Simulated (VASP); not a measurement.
Write the native input for VASP 6.6.1 that does the following.

```
Task                   : electric field gradients
Functional             : LDA
Potentials or basis    : VASP PAW LDA potentials, release 64 (Y_sv)
Cutoff                 : 520 eV
k mesh                 : 13 × 13 × 13
Occupations            : fermi-dirac, width 0.05 eV
Spin                   : no spin polarisation
Dipole correction      : no
Further INCAR settings : ALGO = Normal; EDIFF = 1e-08; NBANDS = 12
```

The structure of Y lies in POSCAR:

```
Y
1.0
    0.0248500000      2.4974250000      2.4974250000
    2.4974250000      0.0248500000      2.4974250000
    2.4974250000      2.4974250000      0.0248500000
Y
1
Direct
    0.0000000000      0.0000000000      0.0000000000
```

This cell differs from its parent crystal: equal xy, yz and zx shear strains of +1 %.

The input as run:

INCAR

```
  ALGO = Normal
  EDIFF = 1E-8
  ENCUT = 520
  GGA = CA
  ISIF = 2
  ISMEAR = -1
  LASPH = True
  LCHARG = False
  LEFG = True
  LREAL = False
  LWAVE = False
  NBANDS = 12
  NELM = 100
  PREC = Accurate
  SIGMA = 0.05
```

KPOINTS

```
k-points
0
Gamma
  13 13 13
```

Potentials or basis: VASP PAW LDA potentials, release 64 (Y_sv).

Run with:

```console
$ cat potpaw_LDA.64/Y_sv/POTCAR > POTCAR
$ mpirun -np 1 vasp_std > vasp.out
```

Results of the run:

- Pressure: -1.9 GPa
- Band gap on the k mesh: zero (an odd number of electrons rules out a gap without spin polarisation)
- Largest electric field gradient by atom: Y -6.8 V/Å²

Caveat: the cell differs from its parent crystal (equal xy, yz and zx shear strains of +1 %); without QUAD_EFG the Cq values of the log hold for a quadrupole moment of 1 mb, not for the nuclei.

Wall time 37 s on 1 thread of AMD EPYC 9R45 96-Core Processor (Zen 5), on a shared host, peak memory 0.2 GiB.
